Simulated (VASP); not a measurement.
Input of a VASP 6.6.1 run:

INCAR

```
SYSTEM = Mg32O32F
PREC = Accurate
ENCUT = 520
EDIFF = 1E-6
ISMEAR = -1
SIGMA = 0.05
LREAL = Auto
LASPH = .TRUE.
NELM = 100
ALGO = Normal
ISIF = 2
LWAVE = .FALSE.
LCHARG = .TRUE.
GGA = PS
LELF = .TRUE.
LVHAR = .TRUE.
NELECT = 264.0
NBANDS = 170
```

Contents of KPOINTS:

```
Automatic mesh
0
G
  1 1 1
  0 0 0
```

File POSCAR:

```
Mg32O32F
1.0
    8.4288080000      0.0000000000      0.0000000000
    0.0000000000      8.4288080000      0.0000000000
    0.0000000000      0.0000000000      8.4288080000
O Mg F
32 32 1
Direct
    0.2496410000      0.9956140000      0.9955010000
    0.2495090000      0.9993690000      0.5004370000
    0.2495140000      0.5005440000      0.9992570000
    0.2264190000      0.5235800000      0.5235210000
    0.7502250000      0.9998340000      0.9997100000
    0.7544030000      0.9956150000      0.5002410000
    0.7544130000      0.5003560000      0.9954960000
    0.7506410000      0.5005250000      0.5004030000
    0.9958810000      0.2493830000      0.9955000000
    0.9996340000      0.2492450000      0.5004330000
    0.0000960000      0.7499560000      0.9997060000
    0.9958910000      0.7541420000      0.5002400000
    0.5008060000      0.2492660000      0.9992610000
    0.5238440000      0.2261860000      0.5234900000
    0.5006150000      0.7541470000      0.9954980000
    0.5007710000      0.7503630000      0.5003980000
    0.9958740000      0.9956080000      0.2492680000
    0.0000810000      0.9998180000      0.7498430000
    0.9996340000      0.5005510000      0.2491340000
    0.9958710000      0.5003650000      0.7540360000
    0.5008090000      0.9993750000      0.2491370000
    0.5006290000      0.9956200000      0.7540400000
    0.5239020000      0.5236220000      0.2260450000
    0.5007860000      0.5005190000      0.7502610000
    0.2262740000      0.2260140000      0.2259250000
    0.2495110000      0.2492550000      0.7502070000
    0.2495300000      0.7503050000      0.2491520000
    0.2496430000      0.7541670000      0.7540430000
    0.7505820000      0.2492710000      0.2491560000
    0.7544320000      0.2493740000      0.7540420000
    0.7544320000      0.7541710000      0.2492610000
    0.7502070000      0.7499450000      0.7498200000
    0.0000390000      0.9997750000      0.9996530000
    0.9990830000      0.9988120000      0.4993420000
    0.9990750000      0.4994630000      0.9986960000
    0.9971130000      0.5029500000      0.5028440000
    0.4997280000      0.9988050000      0.9986920000
    0.5032120000      0.9968550000      0.5028400000
    0.5032190000      0.5029600000      0.9967400000
    0.5040920000      0.5038060000      0.5037010000
    0.2470730000      0.2468070000      0.9967190000
    0.2462940000      0.2460250000      0.5036280000
    0.2505730000      0.7509480000      0.9986870000
    0.2470430000      0.7528630000      0.5028540000
    0.7512210000      0.2503170000      0.9986750000
    0.7531410000      0.2467750000      0.5028510000
    0.7502720000      0.7500150000      0.9996430000
    0.7512320000      0.7509680000      0.4993200000
    0.2470780000      0.9968260000      0.2467050000
    0.2505570000      0.9987970000      0.7508280000
    0.2462530000      0.5037650000      0.2458820000
    0.2470490000      0.5029580000      0.7527840000
    0.7512110000      0.9988020000      0.2501800000
    0.7502770000      0.9997570000      0.7498980000
    0.7531660000      0.5029610000      0.2466760000
    0.7512290000      0.4994550000      0.7508490000
    0.9970880000      0.2468100000      0.2467060000
    0.9990700000      0.2503040000      0.7508300000
    0.9990620000      0.7509560000      0.2501720000
    0.0000250000      0.7500090000      0.7498910000
    0.5040400000      0.2460050000      0.2458810000
    0.5032150000      0.2467820000      0.7527830000
    0.5032240000      0.7528910000      0.2466670000
    0.4997170000      0.7509560000      0.7508360000
    0.3751640000      0.3749180000      0.3747260000
```

Potentials or basis: VASP PAW PBE potentials, release 64 (O, Mg, F).

The run is started by

```bash
$ cat potpaw_PBE.64/O/POTCAR potpaw_PBE.64/Mg/POTCAR potpaw_PBE.64/F/POTCAR > POTCAR
$ mpirun -np 1 vasp_gam > vasp.out
```

(1) Estimate the largest force.

Answers

(1) 0.030 eV/Å.

Caveat: the k points lie up to 0.75 Å⁻¹ apart; the cell carries a net charge on a neutralising background, which shifts energy and pressure; the PAW data sets were made with another functional, which shifts forces and pressure a little.
